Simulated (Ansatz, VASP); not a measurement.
# One calculation of ReSb, two programs

```
CELL_PARAMETERS angstrom
0.00000 2.68541 2.68541
2.68541 0.00000 2.68541
2.68541 2.68541 0.00000
ATOMIC_POSITIONS crystal
Re 0.00000 0.00000 0.00000
Sb 0.50000 0.50000 0.50000
```

Alike in both runs: task single point; functional LDA; k mesh 12 × 12 × 12; occupations fermi-dirac, width 0.08 eV; no spin polarisation.

|  | VASP | Ansatz |
| --- | --- | --- |
| version | VASP 6.6.1 | Ansatz 0.2.0 |
| potentials or method | VASP PAW LDA potentials, release 64 (Re, Sb), cutoff 520 eV | all-electron LAPW, scalar-relativistic |

```tsv
	VASP	Ansatz	Ansatz less VASP
gap on the k mesh at the Fermi level (eV)	none	none	-
pressure (GPa)	0.6	0.0	-0.61
```

LDA's correlation is that of Perdew and Zunger in VASP and of Perdew and Wang (1992) in Ansatz. A gap of «none» marks a metal or a gap that the smearing closes. Ansatz ran all-electron here, and VASP with PAW potentials.

Spin-orbit coupling is off throughout.
